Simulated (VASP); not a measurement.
# BaH4 (C2/m) in VASP: notebook

The runs below take BaH4 through relaxation of shape and atoms at fixed volume, with PBE.

All numbers are computed with VASP 6.6.1; they aren't measurements. Logs are shortened: lines on timing, memory, paths and dates and some standing lists are left out, and cuts for length are marked.

**1. The cell of the first run**

It takes space group C2/m (No. 12, monoclinic). The conventional cell has a = 7.492 Å, b = 4.518 Å, c = 4.363 Å, α = 90.00°, β = 122.43°, γ = 90.00°. Ba (site symmetry 2/m) has 20 H at 2.72 to 3.41 Å within 3.6 Å. Within 3.1 Å of H (site symmetry m) lie 11 H at 2.15 to 3.07 Å and 4 Ba at 2.72 to 2.73 Å. Within 1.0 Å of H (site symmetry m) lie 1 H at 0.76 Å.

**2. Relaxation of shape and atoms at fixed volume, PBE (12.47 Å³/atom)**

Contents of INCAR:

```
SYSTEM = BaH4
PREC = Accurate
ENCUT = 600
EDIFF = 1E-6
ISMEAR = 0
SIGMA = 0.02
LREAL = .FALSE.
LASPH = .TRUE.
NELM = 100
ALGO = Normal
ISIF = 4
LWAVE = .FALSE.
LCHARG = .FALSE.
GGA = PE
IBRION = 2
NSW = 50
EDIFFG = -0.01
```

Contents of KPOINTS:

```
Automatic mesh
0
G
  6 6 6
  0 0 0
```

Contents of POSCAR:

```
BaH4
1.0
    3.7459115213     -2.2590300243     -0.0011168515
    3.7459115213      2.2590300243     -0.0011168515
   -2.3386529227      0.0000000000      3.6836484774
Ba H
1 4
Direct
    0.0000000000      0.0000000000      0.5000000000
    0.7415912572      0.7415912572      0.7599528174
    0.2584087428      0.2584087428      0.2400471826
    0.5386548712      0.5386548712      0.9685421304
    0.4613451288      0.4613451288      0.0314578696
```

Potentials or basis: VASP PAW PBE potentials, release 64 (Ba_sv, H).

Command:

```sh
> cat potpaw_PBE.64/Ba_sv/POTCAR potpaw_PBE.64/H/POTCAR > POTCAR
> mpirun -np 1 vasp_std > vasp.out
```

OUTCAR:

```text
SYSTEM = BaH4
   PREC = Accurate
   ENCUT = 600
   EDIFF = 1E-6
   ISMEAR = 0
   LREAL = .FALSE.
   LASPH = .TRUE.
   NELM = 100
   ISIF = 4
   GGA = PE
   IBRION = 2
   NSW = 50
   EDIFFG = -0.01

 ion  position               nearest neighbor table
   1  0.000  0.000  0.500-   2 2.72   3 2.72   2 2.73   2 2.73   3 2.73   3 2.73   3 2.73   2 2.73

   2  0.742  0.742  0.760-   1 2.72   1 2.73   1 2.73   1 2.73
   3  0.258  0.258  0.240-   1 2.72   1 2.73   1 2.73   1 2.73
   4  0.539  0.539  0.969-   5 0.76
   5  0.461  0.461  0.031-   4 0.76

  LATTYP: Found a base centered monoclinic cell.
 ALAT       =     7.4918233756
 B/A-ratio  =     0.6030654785
 C/A-ratio  =     0.5824109874
 COS(beta)  =    -0.5362318080

  Lattice vectors:

 A1 = (   3.7459115213,  -2.2590300243,  -0.0011168515)
 A2 = (   3.7459115213,   2.2590300243,  -0.0011168515)
 A3 = (  -2.3386529227,   0.0000000000,   3.6836484774)

Analysis of symmetry for initial positions (statically):
=====================================================================
 Subroutine PRICEL returns:
 Original cell was already a primitive cell.

 Routine SETGRP: Setting up the symmetry group for a
 base centered monoclinic supercell.

 Subroutine GETGRP returns: Found  4 space group operations
 (whereof  4 operations were pure point group operations)
 out of a pool of  4 trial point group operations.

The static configuration has the point symmetry C_2h.

Analysis of symmetry for dynamics (positions and initial velocities):
=====================================================================
 Subroutine PRICEL returns:
 Original cell was already a primitive cell.

 Routine SETGRP: Setting up the symmetry group for a
 base centered monoclinic supercell.

 Subroutine GETGRP returns: Found  4 space group operations
 (whereof  4 operations were pure point group operations)
 out of a pool of  4 trial point group operations.

The dynamic configuration has the point symmetry C_2h.

 Subroutine INISYM returns: Found  4 space group operations
 (whereof  4 operations are pure point group operations),
 and found     1 'primitive' translations

----------------------------------------------------------------------------------------

                                     Primitive cell

  volume of cell :      62.3312

  direct lattice vectors                    reciprocal lattice vectors
     3.745911521 -2.259030024 -0.001116852     0.133504131 -0.221333933  0.084758312
     3.745911521  2.259030024 -0.001116852     0.133504131  0.221333933  0.084758312
    -2.338652923  0.000000000  3.683648477     0.000080955  0.000000000  0.271521382

  length of vectors
     4.374365214  4.374365214  4.363320249     0.272022121  0.272022121  0.271521394

  position of ions in fractional coordinates (direct lattice)
     1.000000000  1.000000000  0.500000000
     0.741591257  0.741591257  0.759952817
     0.258408743  0.258408743  0.240047183
     0.538654871  0.538654871  0.968542130
     0.461345129  0.461345129  0.031457870

  ion indices of the primitive-cell ions
   primitive index   ion index
                 1           1
                 2           2
                 3           3
                 4           4
                 5           5

----------------------------------------------------------------------------------------

 KPOINTS: Automatic mesh

Automatic generation of k-mesh.
 Grid dimensions read from file:
 generate k-points for:    6    6    6

 Generating k-lattice:

  Cartesian coordinates                     Fractional coordinates (reciprocal lattice)
     0.022250688 -0.036888989  0.014126385     0.166666667  0.000000000 -0.000000000
     0.022250688  0.036888989  0.014126385     0.000000000  0.166666667 -0.000000000
     0.000013492  0.000000000  0.045253564     0.000000000  0.000000000  0.166666667

  Length of vectors
     0.045337020  0.045337020  0.045253566

  Shift w.r.t. Gamma in fractional coordinates (k-lattice)
     0.000000000  0.000000000  0.000000000

 Subroutine IBZKPT returns following result:
 ===========================================

 Found     68 irreducible k-points:

 Following reciprocal coordinates:
            Coordinates               Weight
  0.000000  0.000000  0.000000      1.000000
  0.166667  0.000000  0.000000      4.000000
  0.333333  0.000000  0.000000      4.000000
  0.500000  0.000000  0.000000      2.000000
  0.166667  0.166667  0.000000      2.000000
  0.333333  0.166667  0.000000      4.000000
[... 16 lines left out ...]
 -0.333333  0.166667  0.166667      4.000000
 -0.166667  0.166667  0.166667      4.000000
 [... further k-points ...]
   k-points           NKPTS =     68   k-points in BZ     NKDIM =     68   number of bands    NBANDS=     11
   number of dos      NEDOS =    301   number of ions     NIONS =      5
   total plane-waves  NPLWV =  46656
   dimension x,y,z NGX =    36 NGY =   36 NGZ =   36
   dimension x,y,z NGXF=    72 NGYF=   72 NGZF=   72
   ions per type =               1   4
   NGX,Y,Z   is equivalent  to a cutoff of  13.68, 13.68, 13.72 a.u.
   NGXF,Y,Z  is equivalent  to a cutoff of  27.36, 27.36, 27.43 a.u.
 SYSTEM =  BaH4
   PREC   = accura    normal or accurate (medium, high low for compatibility)
   ISTART =      0    job   : 0-new  1-cont  2-samecut
   ICHARG =      2    charge: 1-file 2-atom 10-const
   ISPIN  =      1    spin polarized calculation?
   LNONCOLLINEAR =      F non collinear calculations
   LSORBIT =      F    spin-orbit coupling
   LASPH  =      T    aspherical Exc in radial PAW
   ENCUT  =  600.0 eV  44.10 Ry    6.64 a.u.   8.74  8.74  8.71*2*pi/ulx,y,z
   NELM   =    100;   NELMIN=  2; NELMDL= -5     # of ELM steps
   EDIFF  = 0.1E-05   stopping-criterion for ELM
   LREAL  =      F    real-space projection
   EDIFFG = -.1E-01   stopping-criterion for IOM
   NSW    =     50    number of steps for IOM
   IBRION =      2    ionic relax: 0-MD 1-quasi-New 2-CG
   NFREE  =      1    steps in history (QN), initial steepest desc. (CG)
   ISIF   =      4    stress and relaxation
   ISYM   =      2    0-nonsym 1-usesym 2-fastsym
   POTIM  = 0.5000    time-step for ionic-motion
   TEBEG  =    0.0;   TEEND  =   0.0 temperature during run
   PSTRESS=    0.0 pullay stress
   NELECT =      14.0000    total number of electrons
   NUPDOWN=      -1.0000    fix difference up-down
   EMIN   =  10.00;   EMAX   =-10.00  energy-range for DOS
   EFERMI =   0.00;   METHOD = LEGACY
   ISMEAR =     0;   SIGMA  =   0.02  broadening in eV -4-tet -1-fermi 0-gaus
   EFERMI_NEDOS =   21; number of points for ismear=-14 and -15
   IALGO  =     38    algorithm
   IMIX   =      4    mixing-type and parameters
     AMIX     =   0.40;   BMIX     =  1.00
     AMIX_MAG =   1.60;   BMIX_MAG =  1.00
  volume/ion in A,a.u.               =      12.47        84.13
  Fermi-wavevector in a.u.,A,eV,Ry     =   0.995136  1.880534 13.473785  0.990295
  Thomas-Fermi vector in A             =   2.127135
   LORBIT       =      0    0 simple, 1 ext, 2 COOP (PROOUT), +10 PAW based schemes
   GGA     = PE    functional components
   LHFCALC =     F    Hartree Fock is set to
   AEXX    =    0.0000 exact exchange contribution
   IVDW    =     0    specifies the selected vdW correction
   LEPSILON=     F    determine dielectric tensor
   LRPA    =     F    only Hartree local field effects (RPA)
 conjugate gradient relaxation of ions
 non-spin polarized calculation
 Gauss-broadening in eV      SIGMA  =   0.02
  energy-cutoff  :      600.00
  volume of cell :       62.33
 maximum number of plane-waves:      2092
   NGX = 17   NGY = 17   NGZ = 17

--------------------------------------- Ionic step        1  -------------------------------------------

 number of electron      14.0000000 magnetization

 Free energy of the ion-electron system (eV)
  ---------------------------------------------------
  ext. energy  EPLUGINS =         0.00000000
  ---------------------------------------------------
  free energy    TOTEN  =       -16.77581333 eV

  energy without entropy =      -16.77581333  energy(sigma->0) =      -16.77581333

------------------------ aborting loop because EDIFF is reached ----------------------------------------

  FORCE on cell =-STRESS in cart. coord.  units (eV):
  Direction    XX          YY          ZZ          XY          YZ          ZX
  --------------------------------------------------------------------------------------
  -------------------------------------------------------------------------------------
  Total        0.7308423      0.5816121      0.5952327      0.0000000      0.0000000     -0.0541605
  in kB       18.7857601     14.9499084     15.3000168      0.0000000      0.0000000     -1.3921557
  external PRESSURE =      16.3452284 kB  Pullay stress =       0.0000000 kB
[... 180 lines left out ...]
  energy  without entropy=      -16.7767674512  energy(sigma->0) =      -16.77676745

--------------------------------------- Ionic step        6  -------------------------------------------

 number of electron      14.0000000 magnetization

 Free energy of the ion-electron system (eV)
  ---------------------------------------------------
  ext. energy  EPLUGINS =         0.00000000
  ---------------------------------------------------
  free energy    TOTEN  =       -16.77683901 eV

  energy without entropy =      -16.77683901  energy(sigma->0) =      -16.77683901

 E-fermi :   0.7462     XC(G=0):  -8.5466

 val. band max:        0.6467652668   @ k =   0.0000   0.0000   0.0000
 cond. band min:       3.0978331816   @ k =   0.0000   0.0000   0.5000
 fundamental gap:      2.4510679147
 Fermi energy:         0.7461759842

 k-point     1 :       0.0000    0.0000    0.0000
  band No.  band energies     occupation
      1     -26.0803      2.00000
      2     -11.0694      2.00000
      3     -11.0687      2.00000
      4     -11.0383      2.00000
      5      -7.0873      2.00000
      6      -0.9369      2.00000
      7       0.6468      2.00000
      8       3.7909      0.00000
      9       3.8251      0.00000
     10       4.2808      0.00000
     11       5.8237      0.00000
[... 309 lines left out ...]
 k-point    24 :      -0.1667    0.1667    0.1667
  band No.  band energies     occupation
      1     -26.0435      2.00000
      2     -11.5132      2.00000
      3     -11.1609      2.00000
      4     -11.1557      2.00000
      5      -6.4869      2.00000
      6      -1.0202      2.00000
      7      -0.6143      2.00000
      8       4.1156      0.00000
      9       4.2894      0.00000
     10       5.1418      0.00000
     11       6.4538      0.00000

 [... further k-points ...]
[... 5 lines left out ...]
  --------------------------------------------------------------------------------------
  -------------------------------------------------------------------------------------
  Total        0.5781050      0.5642078      0.5545141      0.0000000      0.0000000     -0.0131493
  in kB       14.8597615     14.5025428     14.2533748      0.0000000      0.0000000     -0.3379930
  external PRESSURE =      14.5385597 kB  Pullay stress =       0.0000000 kB
[... 20 lines left out ...]
  FREE ENERGIE OF THE ION-ELECTRON SYSTEM (eV)
  ---------------------------------------------------
  free  energy   TOTEN  =       -16.7768390056 eV

  energy  without entropy=      -16.7768390056  energy(sigma->0) =      -16.77683901

 reached required accuracy - stopping structural energy minimisation
```

Wall time 3.3 min (1 thread of Intel Xeon 8259CL, shared host); peak memory 0.24 GiB.

What came out:

```yaml
Free_energy: -16.7768 eV
Energy_gained_by_relaxing: 0.2 meV/atom
Ionic_steps: 6
Pressure_after_relaxing: 1.5 GPa
Largest_force_after_relaxing: 0.006 eV/Å
Band_gap_on_the_k_mesh: 2.45 eV (least direct gap 2.81 eV)
```

Forces in eV/Å, atoms in the order of the input:
```
Ba   0.000  0.000  0.000
H   -0.006  0.000  0.002
H    0.006  0.000 -0.002
H   -0.003  0.000 -0.004
H    0.003  0.000  0.004
```

Step by step:
| step | energy change (eV) | largest force (eV/Å) | pressure (GPa) | volume (Å³) |
| --- | --- | --- | --- | --- |
| 1 | 0.0000 | 0.2244 | 1.63 | 62.33 |
| 2 | 0.0022 | 0.3977 | 1.18 | 62.33 |
| 3 | -0.0009 | 0.0146 | 1.47 | 62.33 |
| 4 | -0.0009 | 0.0133 | 1.47 | 62.33 |
| 5 | -0.0010 | 0.0112 | 1.47 | 62.33 |
| 6 | -0.0010 | 0.0059 | 1.45 | 62.33 |

Final structure:
```cif
data_structure
_symmetry_space_group_name_H-M 'P 1'
_symmetry_Int_Tables_number 1
_cell_length_a 4.3700
_cell_length_b 4.3700
_cell_length_c 4.3609
_cell_angle_alpha 117.224
_cell_angle_beta 117.224
_cell_angle_gamma 62.329
_cell_volume 62.33
loop_
_atom_site_label
_atom_site_type_symbol
_atom_site_fract_x
_atom_site_fract_y
_atom_site_fract_z
_atom_site_occupancy
Ba1 Ba 0.00000 0.00000 0.50000 1
H1 H 0.74093 0.74093 0.76045 1
H2 H 0.25907 0.25907 0.23955 1
H3 H 0.53887 0.53887 0.96755 1
H4 H 0.46113 0.46113 0.03245 1
```

Levels at points of the mesh, in eV from the valence-band top:
```
           k point  band 3  band 4  band 5  band 6  band 7  band 8  band 9  band 10  band 11
(0.00, 0.00, 0.00)  -11.72  -11.69   -7.73   -1.58    0.00    3.14    3.18     3.63     5.18
(0.50, 0.00, 0.00)  -11.77  -11.76   -6.78   -2.63   -0.36    2.51    2.88     6.08     6.17
(0.50, 0.50, 0.00)  -11.92  -11.87   -7.29   -2.02   -1.07    4.43    5.29     6.10     6.38
(0.00, 0.00, 0.50)  -11.76  -11.76   -6.78   -2.60   -0.36    2.45    2.93     6.07     6.10
(0.50, 0.00, 0.50)  -11.92  -11.88   -7.30   -2.05   -1.02    4.43    5.16     6.06     6.38
(0.50, 0.50, 0.50)  -11.81  -11.80   -6.78   -3.05   -0.38    2.72    2.77     6.18     6.55
```

Caveat: spin-orbit coupling is left out, which moves the levels of the heavy elements. A k mesh can miss the band edges.

**3. Relaxation of shape and atoms at fixed volume, PBE (13.24 Å³/atom)**

This run uses another cell than the first one, of 13.24 Å³/atom.

Contents of INCAR:

```
SYSTEM = BaH4
ALGO     = Normal         ! electronic algorithm
EDIFF    = 1E-7           ! SCF threshold, eV
EDIFFG   = -0.01          ! ionic threshold
ENCUT    = 600            ! plane-wave cutoff, eV
GGA      = PE             ! functional
IBRION   = 2              ! ionic algorithm
ISIF     = 4              ! what is computed and relaxed
ISMEAR   = 0              ! smearing method
LASPH    = .True.         ! aspherical terms in the spheres
LCHARG   = .False.        ! write CHGCAR
LREAL    = .False.        ! projectors in reciprocal space
LWAVE    = .False.        ! write WAVECAR
NELM     = 60             ! most SCF steps
NSW      = 50             ! ionic steps
PREC     = Accurate       ! precision mode
SIGMA    = 0.02           ! smearing width, eV
```

Contents of KPOINTS:

```
k-points
0
Gamma
  6 6 6
  0 0 0
```

Edit POSCAR of step 2 so:

```diff
@@ -2,5 +2,5 @@
 1.0
-    3.7459115213     -2.2590300243     -0.0011168515
-    3.7459115213      2.2590300243     -0.0011168515
-   -2.3386529227      0.0000000000      3.6836484774
+    3.8216068956     -2.3046792934     -0.0011394203
+    3.8216068956      2.3046792934     -0.0011394203
+   -2.3859111688      0.0000000000      3.7580856735
 Ba H
```

Potentials or basis: VASP PAW PBE potentials, release 64 (Ba_sv, H).

Command:

```sh
> cat potpaw_PBE.64/Ba_sv/POTCAR potpaw_PBE.64/H/POTCAR > POTCAR
> mpirun -np 1 vasp_std > vasp.out
```

Run time: 2.4 min. Hardware: 1 thread of Intel Xeon 8259CL, shared host; peak memory 0.25 GiB.

It converged, with:

| Item | Value |
| --- | --- |
| Free energy | -16.7900 eV |
| Energy gained by relaxing | 0.2 meV/atom |
| Ionic steps | 3 |
| Pressure after relaxing | -0.4 GPa |
| Largest force after relaxing | 0.006 eV/Å |
| Band gap on the k mesh | 2.47 eV (least direct gap 2.92 eV) |

Forces in eV/Å, atoms in the order of the input:
```
Ba   0.000  0.000  0.000
H    0.003  0.000 -0.003
H   -0.003  0.000  0.003
H   -0.004  0.000 -0.004
H    0.004  0.000  0.004
```

Stress tensor (GPa, compression positive):
```
-0.30  0.00 -0.07
 0.00 -0.39  0.00
-0.07  0.00 -0.39
```

The path:
| step | energy change (eV) | largest force (eV/Å) | pressure (GPa) | volume (Å³) |
| --- | --- | --- | --- | --- |
| 1 | 0.0000 | 0.2547 | -0.53 | 66.19 |
| 2 | 0.0029 | 0.4963 | -0.03 | 66.19 |
| 3 | -0.0012 | 0.0058 | -0.36 | 66.19 |

Final structure:
```
CELL_PARAMETERS angstrom
3.82014 -2.30521 -0.00056
3.82014 2.30521 -0.00056
-2.38443 0.00000 3.75831
ATOMIC_POSITIONS crystal
Ba 0.00000 0.00000 0.50000
H 0.74159 0.74159 0.75995
H 0.25841 0.25841 0.24005
H 0.53821 0.53821 0.96887
H 0.46179 0.46179 0.03113
```

Levels at points of the mesh, in eV from the valence-band top:
| k point | band 5 | band 6 | band 7 | band 8 | band 9 | band 10 |
| --- | --- | --- | --- | --- | --- | --- |
| (0.00, 0.00, 0.00) | -7.59 | -1.67 | 0.00 | 3.12 | 3.15 | 3.56 |
| (0.50, 0.00, 0.00) | -6.79 | -2.50 | -0.45 | 2.53 | 2.88 | 5.84 |
| (0.50, 0.50, 0.00) | -7.18 | -1.90 | -1.15 | 4.19 | 5.14 | 5.88 |
| (0.00, 0.00, 0.50) | -6.79 | -2.47 | -0.45 | 2.47 | 2.92 | 5.84 |
| (0.50, 0.00, 0.50) | -7.19 | -1.93 | -1.10 | 4.20 | 5.00 | 5.83 |
| (0.50, 0.50, 0.50) | -6.77 | -2.88 | -0.46 | 2.73 | 2.78 | 5.91 |

Caveat: spin-orbit coupling is left out, which moves the levels of the heavy elements.

[end of part 1 of 2]
